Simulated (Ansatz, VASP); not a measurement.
Tc: VASP beside Ansatz

Contents of INCAR:

```
SYSTEM = Tc
ALGO     = Normal         ! electronic algorithm
EDIFF    = 1E-6           ! SCF threshold, eV
ENCUT    = 520            ! plane-wave cutoff, eV
GGA      = PS             ! functional
ISIF     = 2              ! what is computed and relaxed
ISMEAR   = -1             ! smearing method
LASPH    = .True.         ! aspherical terms in the spheres
LCHARG   = .False.        ! write CHGCAR
LREAL    = .False.        ! projectors in reciprocal space
LWAVE    = .False.        ! write WAVECAR
NBANDS   = 12             ! bands
NELM     = 60             ! most SCF steps
PREC     = Accurate       ! precision mode
SIGMA    = 0.03           ! smearing width, eV
```

File KPOINTS:

```
k-points
0
Gamma
  18 18 18
  0 0 0
```

POSCAR

```
Tc
1.0
    0.0000000000      1.9169427664      1.9169427664
    1.9169427664      0.0000000000      1.9169427664
    1.9169427664      1.9169427664      0.0000000000
Tc
1
Direct
    0.0000000000      0.0000000000      0.0000000000
```

Input for Ansatz:

```yaml
crystal:
  lattice:
    - [0.0, 1.9169427664, 1.9169427664]
    - [1.9169427664, 0.0, 1.9169427664]
    - [1.9169427664, 1.9169427664, 0.0]
  atoms:
    - { symbol: Tc, position: [0.0, 0.0, 0.0] }
kpoints:
  mp_grid: { grid: [18, 18, 18] }
scf:
  occupations: { method: fermi_dirac, width: 0.03 }
hamiltonian:
  xc: pbesol
  pseudopotentials: { kind: all_electron, lapw: { basis_error: 0.00025 } }
output:
  forces: true
  stress: true
  eigenvalues: true
```

Change from the starting cell: volume scaled by 0.95.

Alike in both runs: task single point; functional PBEsol; k mesh 18 × 18 × 18; occupations fermi-dirac, width 0.03 eV; no spin polarisation.

|  | VASP | Ansatz |
| --- | --- | --- |
| version | VASP 6.6.1 | Ansatz 0.2.0 |
| potentials or method | VASP PAW PBE potentials, release 64 (Tc_pv), cutoff 520 eV | all-electron LAPW, scalar-relativistic |

|  | VASP | Ansatz | Ansatz less VASP |
| --- | --- | --- | --- |
| pressure (GPa) | -1.0 | -0.3 | +0.66 |

VASP's potentials were made for PBE, not for PBEsol. Ansatz ran all-electron here, and VASP with PAW potentials.
